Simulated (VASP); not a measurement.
# V2Cr (Fd-3m) in VASP: notebook

V2Cr is run at these levels: PBE; tasks: single point, relaxation of cell and atoms.

All numbers are computed with VASP 6.6.1; they aren't measurements. Logs are shortened: lines on timing, memory, paths and dates and some standing lists are left out, and cuts for length are marked.

**1. The cell of the first run**

The structure is cubic, space group Fd-3m (No. 227). The conventional cell has a = 6.832 Å, b = 6.832 Å, c = 6.832 Å, α = 90.00°, β = 90.00°, γ = 90.00°. Within 3.2 Å of V (site symmetry -3m) lie 6 V at 2.42 Å and 6 Cr at 2.83 Å. Cr (site symmetry -43m) has 12 V at 2.83 Å and 4 Cr at 2.96 Å within 3.7 Å.

**2. Single point, PBE**

Input file INCAR:

```
PREC = Accurate
ENCUT = 520
EDIFF = 1E-6
ISMEAR = 0
SIGMA = 0.1
LREAL = False
LASPH = True
NELM = 80
ALGO = Normal
ISIF = 2
LWAVE = False
LCHARG = True
GGA = PE
LELF = True
LVHAR = True
NBANDS = 47
```

Input file KPOINTS:

```
Automatic mesh
0
Gamma
  4 4 4
```

Input file POSCAR:

```
V2Cr
1.0
    0.0000000000      3.4161825722      3.4161825722
    3.4161825722      0.0000000000      3.4161825722
    3.4161825722      3.4161825722      0.0000000000
V Cr
4 2
Direct
    0.6250000000      0.6250000000      0.6250000000
    0.1250000000      0.6250000000      0.6250000000
    0.6250000000      0.6250000000      0.1250000000
    0.6250000000      0.1250000000      0.6250000000
    0.0000000000      0.0000000000      0.0000000000
    0.2500000000      0.2500000000      0.2500000000
```

Potentials or basis: VASP PAW PBE potentials, release 64 (V_sv, Cr_pv).

On the command line:

```sh
cat potpaw_PBE.64/V_sv/POTCAR potpaw_PBE.64/Cr_pv/POTCAR > POTCAR
mpirun -np 1 vasp_std > vasp.out
```

OUTCAR:

```text
PREC = Accurate
   ENCUT = 520
   EDIFF = 1E-6
   ISMEAR = 0
   LREAL = False
   LASPH = True
   NELM = 80
   ISIF = 2
   GGA = PE

 ion  position               nearest neighbor table
   1  0.625  0.625  0.625-   2 2.42   3 2.42   4 2.42   3 2.42   4 2.42   2 2.42   6 2.83   5 2.83
                             6 2.83   5 2.83   6 2.83   5 2.83
   2  0.125  0.625  0.625-   1 2.42   3 2.42   4 2.42   1 2.42   3 2.42   4 2.42   5 2.83   6 2.83
                             5 2.83   5 2.83   6 2.83   6 2.83
   3  0.625  0.625  0.125-   1 2.42   1 2.42   2 2.42   4 2.42   4 2.42   2 2.42   6 2.83   5 2.83
                             6 2.83   5 2.83   6 2.83   5 2.83
   4  0.625  0.125  0.625-   1 2.42   3 2.42   1 2.42   2 2.42   3 2.42   2 2.42   5 2.83   6 2.83
                             5 2.83   6 2.83   6 2.83   5 2.83
   5  0.000  0.000  0.000-   1 2.83   3 2.83   4 2.83   1 2.83   2 2.83   3 2.83   1 2.83   2 2.83
                             4 2.83   2 2.83   3 2.83   4 2.83   6 2.96   6 2.96   6 2.96   6 2.96
   6  0.250  0.250  0.250-   2 2.83   3 2.83   4 2.83   1 2.83   2 2.83   4 2.83   1 2.83   2 2.83
                             3 2.83   1 2.83   3 2.83   4 2.83   5 2.96   5 2.96   5 2.96   5 2.96

  LATTYP: Found a face centered cubic cell.
 ALAT       =     6.8323651444

  Lattice vectors:

 A1 = (   0.0000000000,   3.4161825722,   3.4161825722)
 A2 = (   3.4161825722,   0.0000000000,   3.4161825722)
 A3 = (   3.4161825722,   3.4161825722,   0.0000000000)

Analysis of symmetry for initial positions (statically):
=====================================================================
 Subroutine PRICEL returns:
 Original cell was already a primitive cell.

 Routine SETGRP: Setting up the symmetry group for a
 face centered cubic supercell.

 Subroutine GETGRP returns: Found 48 space group operations
 (whereof 24 operations were pure point group operations)
 out of a pool of 48 trial point group operations.

The static configuration has the point symmetry T_d .
 The point group associated with its full space group is O_h .

Analysis of symmetry for dynamics (positions and initial velocities):
=====================================================================
 Subroutine PRICEL returns:
 Original cell was already a primitive cell.

 Routine SETGRP: Setting up the symmetry group for a
 face centered cubic supercell.

 Subroutine GETGRP returns: Found 48 space group operations
 (whereof 24 operations were pure point group operations)
 out of a pool of 48 trial point group operations.

The dynamic configuration has the point symmetry T_d .
 The point group associated with its full space group is O_h .

 Subroutine INISYM returns: Found 48 space group operations
 (whereof 24 operations are pure point group operations),
 and found     1 'primitive' translations

----------------------------------------------------------------------------------------

                                     Primitive cell

  volume of cell :      79.7358

  direct lattice vectors                    reciprocal lattice vectors
     0.000000000  3.416182572  3.416182572    -0.146362201  0.146362201  0.146362201
     3.416182572  0.000000000  3.416182572     0.146362201 -0.146362201  0.146362201
     3.416182572  3.416182572  0.000000000     0.146362201  0.146362201 -0.146362201

  length of vectors
     4.831211725  4.831211725  4.831211725     0.253506768  0.253506768  0.253506768

  position of ions in fractional coordinates (direct lattice)
     0.625000000  0.625000000  0.625000000
     0.125000000  0.625000000  0.625000000
     0.625000000  0.625000000  0.125000000
     0.625000000  0.125000000  0.625000000
     0.000000000  0.000000000  0.000000000
     0.250000000  0.250000000  0.250000000

  ion indices of the primitive-cell ions
   primitive index   ion index
                 1           1
                 2           2
                 3           3
                 4           4
                 5           5
                 6           6

----------------------------------------------------------------------------------------

 KPOINTS: Automatic mesh

Automatic generation of k-mesh.
 Grid dimensions read from file:
 generate k-points for:    4    4    4

 Generating k-lattice:

  Cartesian coordinates                     Fractional coordinates (reciprocal lattice)
    -0.036590550  0.036590550  0.036590550     0.250000000  0.000000000  0.000000000
     0.036590550 -0.036590550  0.036590550     0.000000000  0.250000000  0.000000000
     0.036590550  0.036590550 -0.036590550     0.000000000  0.000000000  0.250000000

  Length of vectors
     0.063376692  0.063376692  0.063376692

  Shift w.r.t. Gamma in fractional coordinates (k-lattice)
     0.000000000  0.000000000  0.000000000

 Subroutine IBZKPT returns following result:
 ===========================================

 Found      8 irreducible k-points:

 Following reciprocal coordinates:
            Coordinates               Weight
  0.000000  0.000000  0.000000      1.000000
  0.250000  0.000000  0.000000      8.000000
  0.500000  0.000000  0.000000      4.000000
  0.250000  0.250000  0.000000      6.000000
  0.500000  0.250000  0.000000     24.000000
 -0.250000  0.250000  0.000000     12.000000
  0.500000  0.500000  0.000000      3.000000
 -0.250000  0.500000  0.250000      6.000000
   k-points           NKPTS =      8   k-points in BZ     NKDIM =      8   number of bands    NBANDS=     47
   number of dos      NEDOS =    301   number of ions     NIONS =      6
   total plane-waves  NPLWV =  46656
   dimension x,y,z NGX =    36 NGY =   36 NGZ =   36
   dimension x,y,z NGXF=    72 NGYF=   72 NGZF=   72
   ions per type =               4   2
   NGX,Y,Z   is equivalent  to a cutoff of  12.39, 12.39, 12.39 a.u.
   NGXF,Y,Z  is equivalent  to a cutoff of  24.78, 24.78, 24.78 a.u.
 SYSTEM =  unknown system
   PREC   = accura    normal or accurate (medium, high low for compatibility)
   ISTART =      0    job   : 0-new  1-cont  2-samecut
   ICHARG =      2    charge: 1-file 2-atom 10-const
   ISPIN  =      1    spin polarized calculation?
   LNONCOLLINEAR =      F non collinear calculations
   LSORBIT =      F    spin-orbit coupling
   LASPH  =      T    aspherical Exc in radial PAW
   ENCUT  =  520.0 eV  38.22 Ry    6.18 a.u.   8.98  8.98  8.98*2*pi/ulx,y,z
   NELM   =     80;   NELMIN=  2; NELMDL= -5     # of ELM steps
   EDIFF  = 0.1E-05   stopping-criterion for ELM
   LREAL  =      F    real-space projection
   EDIFFG = 0.1E-04   stopping-criterion for IOM
   NSW    =      0    number of steps for IOM
   IBRION =     -1    ionic relax: 0-MD 1-quasi-New 2-CG
   NFREE  =      0    steps in history (QN), initial steepest desc. (CG)
   ISIF   =      2    stress and relaxation
   ISYM   =      2    0-nonsym 1-usesym 2-fastsym
   POTIM  = 0.5000    time-step for ionic-motion
   TEBEG  =    0.0;   TEEND  =   0.0 temperature during run
   PSTRESS=    0.0 pullay stress
   NELECT =      76.0000    total number of electrons
   NUPDOWN=      -1.0000    fix difference up-down
   EMIN   =  10.00;   EMAX   =-10.00  energy-range for DOS
   EFERMI =   0.00;   METHOD = LEGACY
   ISMEAR =     0;   SIGMA  =   0.10  broadening in eV -4-tet -1-fermi 0-gaus
   EFERMI_NEDOS =   21; number of points for ismear=-14 and -15
   IALGO  =     38    algorithm
   IMIX   =      4    mixing-type and parameters
     AMIX     =   0.40;   BMIX     =  1.00
     AMIX_MAG =   1.60;   BMIX_MAG =  1.00
  volume/ion in A,a.u.               =      13.29        89.68
  Fermi-wavevector in a.u.,A,eV,Ry     =   1.611121  3.044578 35.316812  2.595712
  Thomas-Fermi vector in A             =   2.706562
   LORBIT       =      0    0 simple, 1 ext, 2 COOP (PROOUT), +10 PAW based schemes
   GGA     = PE    functional components
   LHFCALC =     F    Hartree Fock is set to
   AEXX    =    0.0000 exact exchange contribution
   IVDW    =     0    specifies the selected vdW correction
   LEPSILON=     F    determine dielectric tensor
   LRPA    =     F    only Hartree local field effects (RPA)
 non-spin polarized calculation
 Gauss-broadening in eV      SIGMA  =   0.10
  energy-cutoff  :      520.00
  volume of cell :       79.74
 maximum number of plane-waves:      2180
   NGX = 17   NGY = 17   NGZ = 17

 number of electron      76.0000042 magnetization

 Free energy of the ion-electron system (eV)
  ---------------------------------------------------
  ext. energy  EPLUGINS =         0.00000000
  ---------------------------------------------------
  free energy    TOTEN  =       -53.27383322 eV

  energy without entropy =      -53.22760490  energy(sigma->0) =      -53.25071906

 E-fermi :   9.5925     XC(G=0): -12.9163

 val. band max:        9.5058345215   @ k =  -0.2500   0.2500   0.0000
 cond. band min:       9.6016614846   @ k =  -0.2500   0.5000   0.2500
 fundamental gap:      0.0958269631
 Fermi energy:         9.5924522952

 k-point     1 :       0.0000    0.0000    0.0000
  band No.  band energies     occupation
      1     -54.3416      2.00000
      2     -53.9731      2.00000
      3     -53.9731      2.00000
      4     -53.9731      2.00000
      5     -33.4818      2.00000
      6     -33.4818      2.00000
[... 39 lines left out ...]
     46      12.4584      0.00000
     47      12.4584      0.00000

 k-point     2 :       0.2500    0.0000    0.0000
  band No.  band energies     occupation
      1     -54.3042      2.00000
      2     -54.0131      2.00000
      3     -53.9733      2.00000
      4     -53.9733      2.00000
      5     -33.4862      2.00000
      6     -33.4862      2.00000
[... 39 lines left out ...]
     46      11.9283      0.00000
     47      11.9583      0.00000

 k-point     3 :       0.5000    0.0000    0.0000
  band No.  band energies     occupation
      1     -54.2516      2.00000
      2     -54.0680      2.00000
      3     -53.9735      2.00000
      4     -53.9735      2.00000
      5     -33.4900      2.00000
      6     -33.4900      2.00000
[... 239 lines left out ...]
     46      11.2385      0.00000
     47      11.3081      0.00000

 k-point     8 :      -0.2500    0.5000    0.2500
  band No.  band energies     occupation
      1     -54.1604      2.00000
      2     -54.1604      2.00000
      3     -53.9739      2.00000
      4     -53.9739      2.00000
      5     -33.4939      2.00000
      6     -33.4939      2.00000
[... 39 lines left out ...]
     46      11.0792      0.00000
     47      11.3436      0.00000

------------------------ aborting loop because EDIFF is reached ----------------------------------------

  FORCE on cell =-STRESS in cart. coord.  units (eV):
  Direction    XX          YY          ZZ          XY          YZ          ZX
  --------------------------------------------------------------------------------------
  -------------------------------------------------------------------------------------
  Total        0.1994563      0.1994563      0.1994563      0.0000000     -0.0000000      0.0000000
  in kB        4.0077906      4.0077906      4.0077906      0.0000000     -0.0000000      0.0000000
  external PRESSURE =       4.0077906 kB  Pullay stress =       0.0000000 kB

 VOLUME and BASIS-vectors are now :
 -----------------------------------------------------------------------------
  energy-cutoff  :      520.00
  volume of cell :       79.74
      direct lattice vectors                 reciprocal lattice vectors
     0.000000000  3.416182572  3.416182572    -0.146362201  0.146362201  0.146362201
     3.416182572  0.000000000  3.416182572     0.146362201 -0.146362201  0.146362201
     3.416182572  3.416182572  0.000000000     0.146362201  0.146362201 -0.146362201

 POSITION                                       TOTAL-FORCE (eV/Angst)
 -----------------------------------------------------------------------------------
      4.27023      4.27023      4.27023        -0.000000      0.000000      0.000000
      4.27023      2.56214      2.56214        -0.000000      0.000000      0.000000
      2.56214      2.56214      4.27023        -0.000000      0.000000      0.000000
      2.56214      4.27023      2.56214        -0.000000      0.000000      0.000000
      0.00000      0.00000      0.00000         0.000000      0.000000      0.000000
      1.70809      1.70809      1.70809        -0.000000     -0.000000     -0.000000
 -----------------------------------------------------------------------------------
    total drift:                                0.000000      0.000000      0.000000

  FREE ENERGIE OF THE ION-ELECTRON SYSTEM (eV)
  ---------------------------------------------------
  free  energy   TOTEN  =       -53.2738332170 eV

  energy  without entropy=      -53.2276049003  energy(sigma->0) =      -53.25071906
```

It took 32 s on 1 thread of Intel Xeon Platinum 8488C (Sapphire Rapids), shared host; peak memory 0.2 GiB.

What came out:

* Free energy: -53.2738 eV
* Pressure: 0.4 GPa
* Band gap on the k mesh: zero (band 38 reaches 9.87 eV, above the bottom of band 39 at 9.60 eV)

Levels at points of the mesh, in eV from the Fermi level:
```tsv
k point	band 36	band 37	band 38	band 39	band 40	band 41
(0.00, 0.00, 0.00)	-0.65	-0.65	0.26	0.26	0.26	0.49
(0.50, 0.00, 0.00)	-0.67	-0.67	-0.14	0.04	0.04	0.53
(0.50, 0.50, 0.00)	-1.12	-0.51	-0.51	0.34	0.34	0.44
```

Caveat: the k points lie up to 0.40 Å⁻¹ apart. Spin polarisation is off, so any magnetic state and its effect on volume and gap are missing.

[end of part 1 of 2]
